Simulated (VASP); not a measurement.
Wanted: the native input for a VASP 6.6.1 run.

```
Task                   : relaxation of cell and atoms
Functional             : r2SCAN
Potentials or basis    : VASP PAW PBE potentials, release 64 (Ge_d, Pt)
Cutoff                 : 600 eV
k mesh                 : 6 × 6 × 6
Occupations            : gaussian, width 0.1 eV
Spin                   : no spin polarisation
Dipole correction      : no
Further INCAR settings : ALGO = Normal; EDIFF = 1e-07; IBRION = 2; EDIFFG = -0.04; NSW = 90; ISIF = 3
```

The system is GePt.

```
Ge Pt
1.0
     3.19946    0.00000    0.00000
     0.00000    3.19946    0.00000
     0.00000    0.00000    3.19946
Ge Pt
1 1
Direct
  0.00000 0.00000 0.00000
  0.50000 0.50000 0.50000
```

One way to write it, as run:

POSCAR

```
GePt
1.0
    3.1994579022      0.0000000000      0.0000000000
    0.0000000000      3.1994579022      0.0000000000
    0.0000000000      0.0000000000      3.1994579022
Ge Pt
1 1
Direct
    0.0000000000      0.0000000000      0.0000000000
    0.5000000000      0.5000000000      0.5000000000
```

INCAR.step1

```
SYSTEM = GePt
PREC = Accurate
ENCUT = 600
ISMEAR = 0
SIGMA = 0.1
LREAL = .False.
LASPH = .True.
NELM = 100
GGA = PE
ALGO = Normal
EDIFF = 1E-4
LWAVE = .True.
LCHARG = .False.
```

INCAR.step2

```
SYSTEM = GePt
PREC = Accurate
ENCUT = 600
EDIFF = 1E-7
ISMEAR = 0
SIGMA = 0.1
LREAL = .False.
LASPH = .True.
NELM = 100
ALGO = Normal
ISIF = 3
LWAVE = .False.
LCHARG = .False.
METAGGA = R2SCAN
LMIXTAU = .True.
IBRION = 2
NSW = 90
EDIFFG = -0.04
ISTART = 1
```

KPOINTS

```
Automatic mesh
0
Gamma
  6 6 6
  0 0 0
```

Potentials or basis: VASP PAW PBE potentials, release 64 (Ge_d, Pt).

Launch:

```sh
$ cat potpaw_PBE.64/Ge_d/POTCAR potpaw_PBE.64/Pt/POTCAR > POTCAR
$ cp INCAR.step1 INCAR
$ mpirun -np 1 vasp_std > vasp.out
$ cp INCAR.step2 INCAR
$ mpirun -np 1 vasp_std > vasp.out
```

Results of the run:

| Item | Value |
| --- | --- |
| Relaxed volume | 15.82 Å³/atom |
| Relaxed cell | a = 3.163 Å, b = 3.163 Å, c = 3.163 Å, α = 90.00°, β = 90.00°, γ = 90.00° |
| Space group after relaxing (to 0.1 Å) | Pm-3m (No. 221) |
| Energy gained by relaxing | 8.9 meV/atom |
| Ionic steps | 3 |
| Pressure after relaxing | 0.0 GPa |
| Band gap on the k mesh | zero (bands 12 and 13 overlap by 3.69 eV) |

Caveat: the PAW data sets were made with another functional, which shifts forces and pressure a little; spin-orbit coupling is left out, which moves the levels of the heavy elements.

It took 4.2 min on 1 thread of Intel Xeon 8259CL, on a shared host, peak memory 0.18 GiB.
